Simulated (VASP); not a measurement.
Input of a VASP 6.6.1 run:

The input INCAR:

```
PREC     = Accurate       # precision mode
ENCUT    = 520            # plane-wave cutoff, eV
EDIFF    = 1E-6           # SCF threshold, eV
ISMEAR   = -1             # smearing method
SIGMA    = 0.05           # smearing width, eV
LREAL    = False          # projectors in reciprocal space
LASPH    = True           # aspherical terms in the spheres
NELM     = 60             # most SCF steps
ALGO     = Normal         # electronic algorithm
ISIF     = 2              # what is computed and relaxed
LWAVE    = False          # write WAVECAR
LCHARG   = False          # write CHGCAR
NBANDS   = 9              # bands
```

The input KPOINTS:

```
Automatic mesh
0
Gamma
  10 10 5
```

The input POSCAR:

```
Mg
1.0
    3.1437856987      0.0000000000      0.0000000000
   -1.5718928494      2.7225982792      0.0000000000
    0.0000000000      0.0000000000      5.1039375022
Mg
2
Direct
    0.6666666667      0.3333333333      0.7500000000
    0.3333333333      0.6666666667      0.2500000000
```

Potentials or basis: VASP PAW LDA potentials, release 64 (Mg).

The run is started by

```console
$ cat potpaw_LDA.64/Mg/POTCAR > POTCAR
$ mpirun -np 1 vasp_std > vasp.out
```

(1) Estimate the pressure.

(2) What does it give for the band gap on the k mesh?

Answers

(1) -0.7 GPa.

(2) zero (band 2 reaches 3.40 eV, above the bottom of band 3 at 1.46 eV).
